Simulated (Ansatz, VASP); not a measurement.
## Two plane-wave programs on SiO2

```xyz
3
Lattice="0.0000 2.2899 2.2899 2.2899 0.0000 2.2899 2.2899 2.2899 0.0000" Properties=species:S:1:pos:R:3 pbc="T T T"
Si    0.0000    0.0000    0.0000
O     1.1450    1.1450    1.1450
O     3.4349    3.4349    3.4349
```

Alike in both runs: task relaxation of cell and atoms; functional PBE; k mesh 10 × 10 × 10; occupations gaussian, width 0.02 eV; no spin polarisation.

|  | VASP | Ansatz |
| --- | --- | --- |
| version | VASP 6.6.1 | Ansatz 0.2.0 |
| potentials or method | VASP PAW PBE potentials, release 64 (Si, O), cutoff 600 eV | scalar-relativistic, plane waves, PAW |
| valence electrons in the cell | 16 | 16 |

Ansatz gave:

| Property | Result |
| --- | --- |
| gap on the k mesh at the Fermi level, each at its own relaxed structure (eV) | 1.78 |
| relaxed volume (Å³/atom) | 8.01 |
| relaxed cell length with the largest relative difference (Å) | 3.239 |

Task: Which values does VASP return?

Result: gap on the k mesh at the Fermi level, each at its own relaxed structure (eV): 1.77; relaxed volume (Å³/atom): 8.00; relaxed cell length with the largest relative difference (Å): 3.238.

Noted on VASP's run: the relaxation stopped at its first step, so nothing moved.
